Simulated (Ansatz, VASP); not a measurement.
## One calculation of Ag, two programs

The input INCAR:

```
SYSTEM = Ag
ALGO = Normal
EDIFF = 1E-7
EDIFFG = -0.01
ENCUT = 500
GGA = PE
GGA_COMPAT = .False.
IBRION = 2
ISIF = 3
ISMEAR = 0
LASPH = .True.
LCHARG = .False.
LREAL = .False.
LWAVE = .False.
NELM = 120
NELMIN = 4
NSW = 80
PREC = Accurate
SIGMA = 0.1
```

Contents of KPOINTS:

```
k-points
0
Gamma
  18 18 10
  0 0 0
```

POSCAR

```
Ag
1.0
    2.9779234625      0.0000000000      0.0000000000
   -1.4889617313      2.5789573691      0.0000000000
    0.0000000000      0.0000000000      4.7159546959
Ag
2
Direct
    0.3333333333      0.6666666667      0.2500000000
    0.6666666667      0.3333333333      0.7500000000
```

Input for Ansatz:

```yaml
crystal:
  lattice:
    - [2.9779234625, 0.0, 0.0]
    - [-1.4889617313, 2.5789573691, 0.0]
    - [0.0, 0.0, 4.7159546959]
  atoms:
    - { symbol: Ag, position: [0.3333333333, 0.6666666667, 0.25] }
    - { symbol: Ag, position: [0.6666666667, 0.3333333333, 0.75] }
basis:
  ecutwfc: 420
kpoints:
  mp_grid: { grid: [18, 18, 10] }
hamiltonian:
  xc: pbe
scf:
  occupations: { method: gaussian, width: 0.1 }
output:
  forces: true
  stress: true
  eigenvalues: true
relax:
  adjacent_minimum: "off"
  f_tol: 0.01
  max_steps: 60
  cell: { stress_tol: 0.1 }
```

Alike in both runs: task relaxation of cell and atoms; functional PBE; k mesh 18 × 18 × 10; occupations gaussian, width 0.1 eV; no spin polarisation.

|  | VASP | Ansatz |
| --- | --- | --- |
| version | VASP 6.6.1 | Ansatz 0.2.0 |
| potentials or method | VASP PAW PBE potentials, release 64 (Ag), cutoff 500 eV | scalar-relativistic, plane waves, PAW |
| valence electrons in the cell | 22 | 38 |

|  | VASP | Ansatz | Ansatz less VASP |
| --- | --- | --- | --- |
| gap on the k mesh at the Fermi level, each at its own relaxed structure (eV) | none | none | - |
| relaxed volume (Å³/atom) | 17.88 | 17.90 | +0.018 |
| relaxed cell length with the largest relative difference (Å) | 2.933 | 2.935 | +0.0020 |

A gap of «none» marks a metal or a gap that the smearing closes. VASP's potentials hold 22 valence electrons a cell and Ansatz's 38, so a difference there can come from the potentials and not from the codes.
